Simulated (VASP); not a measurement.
Wanted: the native input for a VASP 6.6.1 run.

```
Task                   : relaxation of cell and atoms
Functional             : LDA
Potentials or basis    : VASP PAW LDA potentials, release 64 (Na_pv)
Cutoff                 : 600 eV
k mesh                 : 10 × 10 × 3
Occupations            : fermi-dirac, width 0.1 eV
Spin                   : no spin polarisation
Dipole correction      : no
Further INCAR settings : ALGO = Normal; EDIFF = 1e-07; IBRION = 2; EDIFFG = -0.01; NSW = 80; ISIF = 3
```

The structure of Na lies in POSCAR:

```
Na
1.0
    3.7640418302      0.0000000000      0.0000000000
   -1.8820209151      3.2597558458      0.0000000000
    0.0000000000      0.0000000000     12.2933606174
Na
4
Direct
    0.0000000000      0.0000000000      0.0000000000
    0.0000000000      0.0000000000      0.5000000000
    0.3333333333      0.6666666667      0.2500000000
    0.6666666667      0.3333333333      0.7500000000
```

These files were run (other wordings do the same):

INCAR

```
SYSTEM = Na
  PREC = Accurate
  ENCUT = 600
  EDIFF = 1E-7
  ISMEAR = -1
  SIGMA = 0.1
  LREAL = .False.
  LASPH = .True.
  NELM = 100
  ALGO = Normal
  ISIF = 3
  LWAVE = .False.
  LCHARG = .False.
  GGA = CA
  IBRION = 2
  NSW = 80
  EDIFFG = -0.01
```

KPOINTS

```
regular mesh
0
Gamma
  10 10 3
  0 0 0
```

Potentials or basis: VASP PAW LDA potentials, release 64 (Na_pv).

Run with:

```bash
$ cat potpaw_LDA.64/Na_pv/POTCAR > POTCAR
$ mpirun -np 1 vasp_std > vasp.out
```

Results of the run:

```
Relaxed volume                         : 33.31 Å³/atom
Relaxed cell                           : a = 3.616 Å, b = 3.616 Å, c = 11.769 Å, α = 90.00°, β = 90.00°, γ = 120.00°
Space group after relaxing (to 0.05 Å) : P6_3/mmc (No. 194)
Energy gained by relaxing              : 13.5 meV/atom
Ionic steps                            : 3
Pressure after relaxing                : 0.0 GPa
Band gap on the k mesh                 : zero (band 14 reaches 2.02 eV, above the bottom of band 15 at -1.93 eV)
```

Wall time 3.1 min on 1 thread of Oxide Virtual Turin-like Processor (shared host), peak memory 0.22 GiB.
